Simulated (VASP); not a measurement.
## B: single point with PBE

Crystal: B.

```
B
1.0
     3.00803    0.00000    0.00000
    -1.50401    2.60503    0.00000
     0.00000    0.00000    1.96263
B
2
Direct
  0.33333 0.66667 0.50000
  0.66667 0.33333 0.50000
```

```
Program                : VASP 6.6.1
Task                   : single point
Functional             : PBE
Potentials or basis    : VASP PAW PBE potentials, release 64 (B)
Cutoff                 : 520 eV
k mesh                 : 6 × 6 × 10
Occupations            : gaussian, width 0.1 eV
Spin                   : no spin polarisation
Dipole correction      : no
Further INCAR settings : ALGO = Normal; EDIFF = 1e-06; NBANDS = 10
```

The pressure is -0.1 GPa and the band gap on the k mesh is zero (band 3 reaches 8.37 eV, above the bottom of band 4 at 3.53 eV).

Levels at points of the mesh, in eV from the Fermi level:
```csv
k point,band 1,band 2,band 3,band 4,band 5,band 6,band 7
"(0.00, 0.00, 0.00)",-14.46,-1.38,-1.38,5.84,5.84,6.04,11.89
"(0.50, 0.00, 0.00)",-10.81,-9.53,-3.88,3.60,14.17,14.91,15.18
"(0.00, 0.00, 0.50)",-7.54,-5.80,3.06,3.06,4.94,11.16,11.16
"(0.50, 0.00, 0.50)",-4.32,-2.63,-2.58,-1.29,0.92,12.00,12.95
```

It took 2.1 s on 1 thread of Intel(R) Xeon(R) 6975P-C (Granite Rapids), with other jobs on the host, peak memory 0.12 GiB.

Caveat: the k points lie up to 0.40 Å⁻¹ apart.
